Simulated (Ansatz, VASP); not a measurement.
Two plane-wave programs on LiGe2B2

```xyz
5
Lattice="3.0573 0.0000 0.0000 -1.5287 2.6477 0.0000 0.0000 0.0000 8.0166" Properties=species:S:1:pos:R:3 pbc="T T T"
Li    0.0000    0.0000    4.0083
B     0.0000    1.7652    6.0110
B     1.5287    0.8826    2.0057
Ge    0.0000    1.7652    2.0700
Ge    1.5287    0.8826    5.9466
```

Alike in both runs: task single point; functional PBE; k mesh 6 × 6 × 2; occupations gaussian, width 0.1 eV; no spin polarisation.

|  | VASP | Ansatz |
| --- | --- | --- |
| version | VASP 6.6.1 | Ansatz 0.2.0 |
| potentials or method | VASP PAW PBE potentials, release 64 (Li_sv, B, Ge_d), cutoff 520 eV | scalar-relativistic, plane waves, PAW |
| valence electrons in the cell | 37 | 37 |

|  | VASP | Ansatz | Ansatz less VASP |
| --- | --- | --- | --- |
| gap on the k mesh at the Fermi level (eV) | none | none | - |
| rms of the force components (eV/Å) | 0.369 | 0.367 | -0.0019 |

Atom by atom the forces differ by 0.002 eV/Å (rms over components). A gap of «none» marks a metal or a gap that the smearing closes.

The k mesh is coarse, so the values compare programs but aren't converged. Noted on VASP's run: the cutoff is short for stress, so the pressure is rough.
